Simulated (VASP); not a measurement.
Write the native input for VASP 6.6.1 that does the following.

| Quantity | Value |
| --- | --- |
| Task | single point |
| Functional | PBE |
| Potentials or basis | VASP PAW PBE potentials, release 64 (Mg, O) |
| Cutoff | 520 eV |
| k mesh | 9 × 9 × 6 |
| Occupations | gaussian, width 0.05 eV |
| Spin | no spin polarisation |
| Dipole correction | no |
| Further INCAR settings | ALGO = Normal; EDIFF = 1e-07; NBANDS = 16 |

The structure of MgO lies in POSCAR:

```
MgO
1.0
    3.5917000000      0.0000000000      0.0000000000
   -1.7958500000      3.1105034428      0.0000000000
    0.0000000000      0.0000000000      4.4514000000
Mg O
2 2
Direct
    0.6666666667      0.3333333333      0.7500000000
    0.3333333333      0.6666666667      0.2500000000
    0.6666666667      0.3333333333      0.2500000000
    0.3333333333      0.6666666667      0.7500000000
```

These files were run (other wordings do the same):

INCAR

```
  PREC = Accurate
  ENCUT = 520
  EDIFF = 1E-7
  ISMEAR = 0
  SIGMA = 0.05
  LREAL = F
  LASPH = T
  NELM = 100
  ALGO = Normal
  ISIF = 2
  LWAVE = F
  LCHARG = F
  GGA = PE
  NBANDS = 16
```

KPOINTS

```
regular mesh
0
Gamma
  9 9 6
```

Potentials or basis: VASP PAW PBE potentials, release 64 (Mg, O).

Run with:

```console
$ cat potpaw_PBE.64/Mg/POTCAR potpaw_PBE.64/O/POTCAR > POTCAR
$ mpirun -np 1 vasp_std > vasp.out
```

It gave:

- Pressure: -9.6 GPa
- Band gap on the k mesh: 2.77 eV

Caveat: the cell stands under tension.

Wall time 20 s on 1 thread of AMD EPYC 9R45 96-Core Processor (Zen 5), with other jobs on the host, peak memory 0.16 GiB.
